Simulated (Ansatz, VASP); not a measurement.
Two plane-wave programs on NbTe

INCAR

```
SYSTEM = NbTe
  ALGO = Normal
  EDIFF = 1E-6
  ENCUT = 520
  GGA = PS
  ISIF = 2
  ISMEAR = -1
  LASPH = .TRUE.
  LCHARG = .FALSE.
  LDAU = .TRUE.
  LDAUJ = 0 0
  LDAUL = -1 2
  LDAUPRINT = 1
  LDAUTYPE = 2
  LDAUU = 0 3
  LMAXMIX = 4
  LREAL = .FALSE.
  LWAVE = .FALSE.
  NBANDS = 16
  NELM = 150
  PREC = Accurate
  SIGMA = 0.05
```

Contents of KPOINTS:

```
k-points
0
G
  8 8 7
  0 0 0
```

The input POSCAR:

```
NbTe
1.0
    3.7029743866      0.0000000000      0.0000000000
   -1.8514871933      3.2068698884      0.0000000000
    0.0000000000      0.0000000000      3.6942110000
Te Nb
1 1
Direct
    0.6666666667      0.3333333333      0.0000000000
    0.0000000000      0.0000000000      0.5000000000
```

input.yaml

```yaml
crystal:
  lattice:
    - [3.7029743866, 0.0, 0.0]
    - [-1.8514871933, 3.2068698884, 0.0]
    - [0.0, 0.0, 3.694211]
  atoms:
    - { symbol: Te, position: [0.6666666667, 0.3333333333, 0.0] }
    - { symbol: Nb, position: [0.0, 0.0, 0.5] }
hamiltonian:
  xc: pbesol
  pseudopotentials: { kind: paw }
  hubbard: { sites: [{ species: Nb, l: d, u_eff: 3.0 }] }
kpoints:
  mp_grid: { grid: [8, 8, 7] }
scf:
  occupations: { method: fermi_dirac, width: 0.05 }
  n_extra_bands: 6
output:
  forces: true
  stress: true
  eigenvalues: true
  dos: { projected: true, de: 0.05, nscf_kmesh: { grid: [12, 12, 11] } }
  write_density: true
  write_potential: true
  elf: true
  volumetric_format: npy
```

Alike in both runs: functional PBEsol; k mesh 8 × 8 × 7; occupations fermi-dirac, width 0.05 eV; no spin polarisation; Hubbard terms Nb d U = 3.0 eV.

```csv
,VASP,Ansatz
version,VASP 6.6.1,Ansatz 0.2.0
potentials or method,"VASP PAW PBE potentials, release 64 (Te, Nb_sv)",Ansatz PAW
plane-wave cutoff (eV),520,420
valence electrons in the cell,19,29
task,single point,projected density of states
```

VASP gave:

| Property | Result |
| --- | --- |
| gap on the k mesh at the Fermi level (eV) | none |
| pressure (GPa) | -2.8 |
| traceless stress, the component that is largest in VASP (GPa) | 0.86 |

Q: Estimate Ansatz's values.

A: gap on the k mesh at the Fermi level (eV): none; pressure (GPa): -4.7; traceless stress, the component that is largest in VASP (GPa): 0.30.

VASP's potentials were made for PBE, not for PBEsol. The programs project onto different local orbitals, so the same U acts differently, and such runs can settle in different states. A gap of «none» marks a metal or a gap that the smearing closes. VASP's potentials hold 19 valence electrons a cell and Ansatz's 29, so a difference there can come from the potentials and not from the codes.

Spin-orbit coupling is off throughout.
